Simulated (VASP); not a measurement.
Set up this calculation in VASP 6.6.1, as the native input.

* Task: single point
* Functional: PBE
* Potentials or basis: VASP PAW PBE potentials, release 64 (In_d, Ga_d, Sb, N)
* Cutoff: 520 eV
* k mesh: 6 × 6 × 2
* Occupations: gaussian, width 0.1 eV
* Spin: no spin polarisation
* Dipole correction: no
* Further INCAR settings: ALGO = Normal; EDIFF = 1e-07; NBANDS = 40

The structure of In3GaSbN lies in POSCAR:

```
In3GaSbN
1.0
    4.7305507241      0.0000000000      0.0000000000
   -2.3652753621      4.0967771010      0.0000000000
    0.0000000000      0.0000000000     11.4343838586
In Ga Sb N
3 1 1 1
Direct
    0.6666666667      0.3333333333      0.2552269583
    0.6666666667      0.3333333333      0.7447730417
    0.6666666667      0.3333333333      0.0000000000
    0.6666666667      0.3333333333      0.5000000000
    0.0000000000      0.0000000000      0.0000000000
    0.3333333333      0.6666666667      0.0000000000
```

The cell was built from a structure type or drawn by symmetry, and may not be a known phase.

These files were run (other wordings do the same):

INCAR

```
PREC = Accurate
ENCUT = 520
EDIFF = 1E-7
ISMEAR = 0
SIGMA = 0.1
LREAL = F
LASPH = T
NELM = 80
ALGO = Normal
ISIF = 2
LWAVE = F
LCHARG = F
GGA = PE
NBANDS = 40
```

KPOINTS

```
Automatic mesh
0
Gamma
  6 6 2
```

Potentials or basis: VASP PAW PBE potentials, release 64 (In_d, Ga_d, Sb, N).

Launch:

```sh
$ cat potpaw_PBE.64/In_d/POTCAR potpaw_PBE.64/Ga_d/POTCAR potpaw_PBE.64/Sb/POTCAR potpaw_PBE.64/N/POTCAR > POTCAR
$ mpirun -np 1 vasp_std > vasp.out
```

Results of the run:

- Pressure: -0.1 GPa
- Largest force: 0.005 eV/Å
- Band gap on the k mesh: zero (bands 31 and 32 overlap by 0.67 eV)

Caveat: semilocal functionals underestimate gaps, so a narrow gap can read as zero; spin-orbit coupling is left out, which moves the levels of the heavy elements.

Run time: 2.1 min on 1 thread of Intel(R) Xeon(R) 6975P-C (Granite Rapids) (shared host), peak memory 0.4 GiB.
